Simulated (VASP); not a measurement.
Here is a VASP 6.6.1 calculation.

The input INCAR:

```
  PREC = Accurate
  ENCUT = 600
  EDIFF = 1E-6
  ISMEAR = -1
  SIGMA = 0.02
  LREAL = F
  LASPH = T
  NELM = 60
  ALGO = Normal
  ISIF = 3
  LWAVE = F
  LCHARG = F
  GGA = PS
  IBRION = 2
  NSW = 80
  EDIFFG = -0.005
```

KPOINTS

```
regular mesh
0
Gamma
  6 6 6
```

File POSCAR:

```
CaSe
1.0
    0.0000000000      2.9792669638      2.9792669638
    2.9792669638      0.0000000000      2.9792669638
    2.9792669638      2.9792669638      0.0000000000
Ca Se
1 1
Direct
    0.0000000000      0.0000000000      0.0000000000
    0.5000000000      0.5000000000      0.5000000000
```

Potentials or basis: VASP PAW PBE potentials, release 64 (Ca_sv, Se).

Command:

```console
$ cat potpaw_PBE.64/Ca_sv/POTCAR potpaw_PBE.64/Se/POTCAR > POTCAR
$ mpirun -np 1 vasp_std > vasp.out
```

(1) Estimate the relaxed volume.

(2) Estimate the space group after relaxing (to 0.1 Å).

Results:

(1) 25.37 Å³/atom.

(2) Fm-3m (No. 225).

Caveat: the PAW data sets were made with another functional, which shifts forces and pressure a little.
